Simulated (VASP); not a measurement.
A run of VASP 6.6.1:

Contents of INCAR:

```
SYSTEM = ZnS
ALGO = Normal
EDIFF = 1E-6
ENCUT = 520
GGA = PE
ISIF = 2
ISMEAR = 0
LASPH = .True.
LCHARG = .True.
LELF = .True.
LREAL = .False.
LVHAR = .True.
LWAVE = .False.
NBANDS = 16
NELM = 60
PREC = Accurate
SIGMA = 0.03
```

File KPOINTS:

```
k-points
0
Gamma
  9 9 9
  0 0 0
```

Contents of POSCAR:

```
ZnS
1.0
    0.0000000000      2.7020000000      2.7020000000
    2.7020000000      0.0000000000      2.7020000000
    2.7020000000      2.7020000000      0.0000000000
Zn S
1 1
Direct
    0.7500000000      0.7500000000      0.7500000000
    0.0000000000      0.0000000000      0.0000000000
```

Potentials or basis: VASP PAW PBE potentials, release 64 (Zn, S).

Command:

```console
$ cat potpaw_PBE.64/Zn/POTCAR potpaw_PBE.64/S/POTCAR > POTCAR
$ mpirun -np 1 vasp_std > vasp.out
```

Hardware: 1 thread of Intel(R) Xeon(R) Platinum 8259CL CPU @ 2.50GHz (Skylake/Cascade Lake) (shared host).

Question: Estimate the wall time of this run.

Answer: It took 21 s on 1 thread of Intel(R) Xeon(R) Platinum 8259CL CPU @ 2.50GHz (Skylake/Cascade Lake), with other jobs on the host, peak memory 0.16 GiB. Counts: scf iterations 12, k points 35.
